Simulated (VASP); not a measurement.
# RbBr (P1) in VASP: single point with r2SCAN

Aim: the single point of RbBr with r2SCAN.

Program: VASP 6.6.1. These are calculated values, not measurements. Logs are shortened: lines on timing, memory, paths and dates and some standing lists are left out, and cuts for length are marked.

## Step 1: The cell of the first run

The typed cell holds 8 atoms: a = 6.915 Å, b = 6.915 Å, c = 8.478 Å, α = 65.34°, β = 113.85°, γ = 90.98°.

## Step 2: Single point, r2SCAN

The input, POSCAR:

```
RbBr
1.0
   -6.9149520000      0.0441120000     -0.0593070000
    0.0593070000      0.0102590000      6.9151640000
    3.4430180000      6.9133690000      3.4974950000
Rb Br
4 4
Direct
    0.0053270000      0.9838620000      0.0105380000
    0.4664840000      0.5206970000      0.9830510000
    0.7648240000      0.7356240000      0.5010490000
    0.2365550000      0.2570270000      0.4922330000
    0.7440970000      0.2653430000      0.4760470000
    0.2440170000      0.7547280000      0.5000050000
    0.9938070000      0.5190740000      0.9931850000
    0.5064760000      0.9893660000      0.0093080000
```

The input, INCAR.step1:

```
SYSTEM = RbBr
PREC     = Accurate       ! precision mode
ENCUT    = 520            ! plane-wave cutoff, eV
ISMEAR   = -1             ! smearing method
SIGMA    = 0.1            ! smearing width, eV
LREAL    = .False.        ! projectors in reciprocal space
LASPH    = .True.         ! aspherical terms in the spheres
NELM     = 80             ! most SCF steps
NBANDS   = 42             ! bands
GGA      = PE             ! functional
ALGO     = Normal         ! electronic algorithm
EDIFF    = 1E-4           ! SCF threshold, eV
LWAVE    = .True.         ! write WAVECAR
LCHARG   = .False.        ! write CHGCAR
```

The input, INCAR.step2:

```
SYSTEM = RbBr
PREC     = Accurate       ! precision mode
ENCUT    = 520            ! plane-wave cutoff, eV
EDIFF    = 1E-6           ! SCF threshold, eV
ISMEAR   = -1             ! smearing method
SIGMA    = 0.1            ! smearing width, eV
LREAL    = .False.        ! projectors in reciprocal space
LASPH    = .True.         ! aspherical terms in the spheres
NELM     = 80             ! most SCF steps
ALGO     = Normal         ! electronic algorithm
ISIF     = 2              ! what is computed and relaxed
LWAVE    = .False.        ! write WAVECAR
LCHARG   = .False.        ! write CHGCAR
METAGGA  = R2SCAN         ! meta-GGA
LMIXTAU  = .True.       
NBANDS   = 42             ! bands
ISTART   = 1
```

The input, KPOINTS:

```
Automatic mesh
0
Gamma
  3 3 3
  0.5 0.5 0
```

Potentials or basis: VASP PAW PBE potentials, release 64 (Rb_sv, Br).

Launch:

```sh
$ cat potpaw_PBE.64/Rb_sv/POTCAR potpaw_PBE.64/Br/POTCAR > POTCAR
$ cp INCAR.step1 INCAR
$ mpirun -np 1 vasp_std > vasp.out
$ cp INCAR.step2 INCAR
$ mpirun -np 1 vasp_std > vasp.out
```

OUTCAR:

```text
SYSTEM = RbBr
   PREC = Accurate
   ENCUT = 520
   EDIFF = 1E-6
   ISMEAR = -1
   LREAL = .False.
   LASPH = .True.
   NELM = 80
   ISIF = 2
   METAGGA = R2SCAN
   ISTART = 1

 ion  position               nearest neighbor table
   1  0.005  0.984  0.011-   7 3.28   6 3.39   8 3.45   8 3.47   7 3.64   5 3.70   2 4.70   4 4.73
                             3 4.75   2 4.85   2 4.87   4 4.88   4 4.91   3 4.92   3 4.95   3 4.96
   2  0.466  0.521  0.983-   7 3.30   8 3.34   6 3.35   5 3.43   8 3.60   7 3.61   3 4.65   1 4.70
                             4 4.80   4 4.83   1 4.85   1 4.87   3 4.88   4 4.90   3 4.98   4 5.05
   3  0.765  0.736  0.501-   6 3.32   5 3.34   8 3.41   7 3.42   5 3.58   6 3.60   2 4.65   4 4.73
                             1 4.75   4 4.82   2 4.88   4 4.89   1 4.92   1 4.95   1 4.96   2 4.98
   4  0.237  0.257  0.492-   5 3.35   6 3.45   7 3.46   6 3.47   5 3.57   8 3.59   1 4.73   3 4.73
                             2 4.80   3 4.82   2 4.83   1 4.88   3 4.89   2 4.90   1 4.91   2 5.05
   5  0.744  0.265  0.476-   3 3.34   4 3.35   2 3.43   4 3.57   3 3.58   1 3.70
   6  0.244  0.755  0.500-   3 3.32   2 3.35   1 3.39   4 3.45   4 3.47   3 3.60
   7  0.994  0.519  0.993-   1 3.28   2 3.30   3 3.42   4 3.46   2 3.61   1 3.64
   8  0.506  0.989  0.009-   2 3.34   3 3.41   1 3.45   1 3.47   4 3.59   2 3.60

  LATTYP: Found a triclinic cell.
 ALAT       =    12.9856217617
 B/A-ratio  =     0.5325448447
 C/A-ratio  =     1.0674026404
 COS(alpha) =     0.0029091743
 COS(beta)  =     0.5326354635
 COS(gamma) =     0.8049342628

  Lattice vectors:

 A1 = (  -3.5023250000,  -6.9236280000, -10.4126590000)
 A2 = (  -0.0593070000,  -0.0102590000,  -6.9151640000)
 A3 = (   0.0882230000, -13.8605910000,  -0.0205190000)

Analysis of symmetry for initial positions (statically):
=====================================================================
 Subroutine PRICEL returns:
 Original cell was already a primitive cell.

 Routine SETGRP: Setting up the symmetry group for a
 triclinic supercell.

 Subroutine GETGRP returns: Found  1 space group operations
 (whereof  1 operations were pure point group operations)
 out of a pool of  2 trial point group operations.

The static configuration has the point symmetry C_1 .

Analysis of symmetry for dynamics (positions and initial velocities):
=====================================================================
 Subroutine PRICEL returns:
 Original cell was already a primitive cell.

 Routine SETGRP: Setting up the symmetry group for a
 triclinic supercell.

 Subroutine GETGRP returns: Found  1 space group operations
 (whereof  1 operations were pure point group operations)
 out of a pool of  2 trial point group operations.

The dynamic configuration has the point symmetry C_1 .

 Subroutine INISYM returns: Found  1 space group operations
 (whereof  1 operations are pure point group operations),
 and found     1 'primitive' translations

----------------------------------------------------------------------------------------

                                     Primitive cell

  volume of cell :     331.3544

  direct lattice vectors                    reciprocal lattice vectors
    -6.914952000  0.044112000 -0.059307000    -0.144169485  0.071227679  0.001130781
     0.059307000  0.010259000  6.915164000    -0.001702988 -0.072372094  0.144731703
     3.443018000  6.913369000  3.497495000     0.000922427  0.144300191 -0.000221988

  length of vectors
     6.915347016  6.915425924  8.478296713     0.160808897  0.161826716  0.144303310

  position of ions in fractional coordinates (direct lattice)
     0.005327000  0.983862000  0.010538000
     0.466484000  0.520697000  0.983051000
     0.764824000  0.735624000  0.501049000
     0.236555000  0.257027000  0.492233000
     0.744097000  0.265343000  0.476047000
     0.244017000  0.754728000  0.500005000
     0.993807000  0.519074000  0.993185000
     0.506476000  0.989366000  0.009308000

  ion indices of the primitive-cell ions
   primitive index   ion index
                 1           1
                 2           2
                 3           3
                 4           4
                 5           5
                 6           6
                 7           7
                 8           8

----------------------------------------------------------------------------------------

 KPOINTS: Automatic mesh

Automatic generation of k-mesh.
 Grid dimensions read from file:
 generate k-points for:    3    3    3

 Generating k-lattice:

  Cartesian coordinates                     Fractional coordinates (reciprocal lattice)
    -0.048056495  0.023742560  0.000376927     0.333333333  0.000000000 -0.000000000
    -0.000567663 -0.024124031  0.048243901    -0.000000000  0.333333333  0.000000000
     0.000307476  0.048100064 -0.000073996    -0.000000000  0.000000000  0.333333333

  Length of vectors
     0.053602966  0.053942239  0.048101103

  Shift w.r.t. Gamma in fractional coordinates (k-lattice)
     0.500000000  0.500000000  0.000000000

 Subroutine IBZKPT returns following result:
 ===========================================

 Found     14 irreducible k-points:

 Following reciprocal coordinates:
            Coordinates               Weight
  0.166667  0.166667  0.000000      2.000000
  0.500000  0.166667  0.000000      2.000000
 -0.166667  0.166667 -0.000000      2.000000
  0.166667  0.500000  0.000000      2.000000
  0.500000  0.500000  0.000000      1.000000
  0.166667  0.166667  0.333333      2.000000
  0.500000  0.166667  0.333333      2.000000
 -0.166667  0.166667  0.333333      2.000000
  0.166667  0.500000  0.333333      2.000000
  0.500000  0.500000  0.333333      2.000000
 -0.166667  0.500000  0.333333      2.000000
  0.166667 -0.166667  0.333333      2.000000
  0.500000 -0.166667  0.333333      2.000000
 -0.166667 -0.166667  0.333333      2.000000
   k-points           NKPTS =     14   k-points in BZ     NKDIM =     14   number of bands    NBANDS=     42
   number of dos      NEDOS =    301   number of ions     NIONS =      8
   total plane-waves  NPLWV = 186624
   dimension x,y,z NGX =    54 NGY =   54 NGZ =   64
   dimension x,y,z NGXF=   108 NGYF=  108 NGZF=  128
   ions per type =               4   4
   NGX,Y,Z   is equivalent  to a cutoff of  12.98, 12.98, 12.55 a.u.
   NGXF,Y,Z  is equivalent  to a cutoff of  25.96, 25.96, 25.10 a.u.
 SYSTEM =  RbBr
   PREC   = accura    normal or accurate (medium, high low for compatibility)
   ISTART =      1    job   : 0-new  1-cont  2-samecut
   ICHARG =      0    charge: 1-file 2-atom 10-const
   ISPIN  =      1    spin polarized calculation?
   LNONCOLLINEAR =      F non collinear calculations
   LSORBIT =      F    spin-orbit coupling
   LASPH  =      T    aspherical Exc in radial PAW
   ENCUT  =  520.0 eV  38.22 Ry    6.18 a.u.  12.86 12.86 15.76*2*pi/ulx,y,z
   NELM   =     80;   NELMIN=  2; NELMDL=  0     # of ELM steps
   EDIFF  = 0.1E-05   stopping-criterion for ELM
   LREAL  =      F    real-space projection
   EDIFFG = 0.1E-04   stopping-criterion for IOM
   NSW    =      0    number of steps for IOM
   IBRION =     -1    ionic relax: 0-MD 1-quasi-New 2-CG
   NFREE  =      0    steps in history (QN), initial steepest desc. (CG)
   ISIF   =      2    stress and relaxation
   ISYM   =      2    0-nonsym 1-usesym 2-fastsym
   POTIM  = 0.5000    time-step for ionic-motion
   TEBEG  =    0.0;   TEEND  =   0.0 temperature during run
   PSTRESS=    0.0 pullay stress
   NELECT =      64.0000    total number of electrons
   NUPDOWN=      -1.0000    fix difference up-down
   EMIN   =  10.00;   EMAX   =-10.00  energy-range for DOS
   EFERMI =   0.00;   METHOD = LEGACY
   ISMEAR =    -1;   SIGMA  =   0.10  broadening in eV -4-tet -1-fermi 0-gaus
   EFERMI_NEDOS =   21; number of points for ismear=-14 and -15
   IALGO  =     38    algorithm
   IMIX   =      4    mixing-type and parameters
     AMIX     =   0.40;   BMIX     =  1.00
     AMIX_MAG =   1.60;   BMIX_MAG =  1.00
  volume/ion in A,a.u.               =      41.42       279.51
  Fermi-wavevector in a.u.,A,eV,Ry     =   0.946318  1.788282 12.184266  0.895518
  Thomas-Fermi vector in A             =   2.074304
   LORBIT       =      0    0 simple, 1 ext, 2 COOP (PROOUT), +10 PAW based schemes
   METAGGA = R2SCAN    functional components
   LHFCALC =     F    Hartree Fock is set to
   AEXX    =    0.0000 exact exchange contribution
   IVDW    =     0    specifies the selected vdW correction
   LEPSILON=     F    determine dielectric tensor
   LRPA    =     F    only Hartree local field effects (RPA)
 non-spin polarized calculation
  energy-cutoff  :      520.00
  volume of cell :      331.35
 maximum number of plane-waves:      8935
 NGX is ok and might be reduce to    54
   NGX = 25   NGY = 25   NGZ = 31

 number of electron      64.0000001 magnetization

 Free energy of the ion-electron system (eV)
  ---------------------------------------------------
  ext. energy  EPLUGINS =         0.00000000
  ---------------------------------------------------
  free energy    TOTEN  =      -124.49964379 eV

  energy without entropy =     -124.49964379  energy(sigma->0) =     -124.49964379

 E-fermi :   0.2447     XC(G=0):  -7.5010

 val. band max:       -2.2800632727   @ k =   0.1667   0.1667   0.0000
 cond. band min:       3.0470994239   @ k =   0.1667   0.1667   0.0000
 fundamental gap:      5.3271626966
 Fermi energy:         0.2446985553

 k-point     1 :       0.1667    0.1667    0.0000
  band No.  band energies     occupation
      1     -27.5356      2.00000
      2     -27.5306      2.00000
      3     -27.4187      2.00000
      4     -27.3900      2.00000
      5     -14.9352      2.00000
      6     -14.8808      2.00000
[... 34 lines left out ...]
     41       5.9843      0.00000
     42       6.0852      0.00000
[... 544 lines left out ...]
      2     -27.5318      2.00000
      3     -27.4187      2.00000
      4     -27.3901      2.00000
      5     -14.9355      2.00000
      6     -14.8837      2.00000
[... 34 lines left out ...]
     41       6.3219      0.00000
     42       6.4070      0.00000

------------------------ aborting loop because EDIFF is reached ----------------------------------------

  FORCE on cell =-STRESS in cart. coord.  units (eV):
  Direction    XX          YY          ZZ          XY          YZ          ZX
  --------------------------------------------------------------------------------------
  -------------------------------------------------------------------------------------
  Total        0.6272713      0.3561606      0.6599947      0.1208504      0.0684736     -0.1595527
  in kB        3.0330056      1.7221210      3.1912311      0.5843406      0.3310862     -0.7714750
  external PRESSURE =       2.6487859 kB  Pullay stress =       0.0000000 kB

 VOLUME and BASIS-vectors are now :
 -----------------------------------------------------------------------------
  energy-cutoff  :      520.00
  volume of cell :      331.35
      direct lattice vectors                 reciprocal lattice vectors
    -6.914952000  0.044112000 -0.059307000    -0.144169485  0.071227679  0.001130781
     0.059307000  0.010259000  6.915164000    -0.001702988 -0.072372094  0.144731703
     3.443018000  6.913369000  3.497495000     0.000922427  0.144300191 -0.000221988

 POSITION                                       TOTAL-FORCE (eV/Angst)
 -----------------------------------------------------------------------------------
      0.05780      0.08318      6.84011         0.018915     -0.147102      0.255864
      0.18983      6.82211      7.01126        -0.260853      0.123704     -0.178049
     -3.51997      3.50522      6.79402         0.231318     -0.029737      0.175613
      0.07424      3.41606      3.48494        -0.149868      0.053923     -0.014020
     -3.49062      3.32663      3.45573         0.128855      0.161408     -0.129971
      0.07892      3.47523      6.95336        -0.172205     -0.047025     -0.026427
     -3.42179      6.91542      7.00420         0.165322      0.022464     -0.245711
     -3.41153      0.09684      6.84415         0.038516     -0.137635      0.162702
 -----------------------------------------------------------------------------------
    total drift:                                0.001070     -0.000818      0.000570

  FREE ENERGIE OF THE ION-ELECTRON SYSTEM (eV)
  ---------------------------------------------------
  free  energy   TOTEN  =      -124.4996437949 eV

  energy  without entropy=     -124.4996437948  energy(sigma->0) =     -124.49964379
```

It took 11 min on 1 thread of AMD EPYC 7R13 (Zen 3), shared host; peak memory 0.52 GiB.

Results:

```
Free energy            : -124.4996 eV
Pressure               : 0.3 GPa
Largest force          : 0.339 eV/Å
Band gap on the k mesh : 5.33 eV
```

Forces on the atoms (eV/Å):
```
Rb   0.019 -0.147  0.256
Rb  -0.261  0.124 -0.178
Rb   0.231 -0.030  0.176
Rb  -0.150  0.054 -0.014
Br   0.129  0.161 -0.130
Br  -0.172 -0.047 -0.026
Br   0.165  0.022 -0.246
Br   0.039 -0.138  0.163
```

Stress tensor (GPa, compression positive):
```
 0.30  0.06 -0.08
 0.06  0.17  0.03
-0.08  0.03  0.32
```

Caveat: the PAW data sets were made with another functional, which shifts forces and pressure a little; a shifted mesh leaves out Γ, where band edges can lie. A k mesh can miss the band edges.
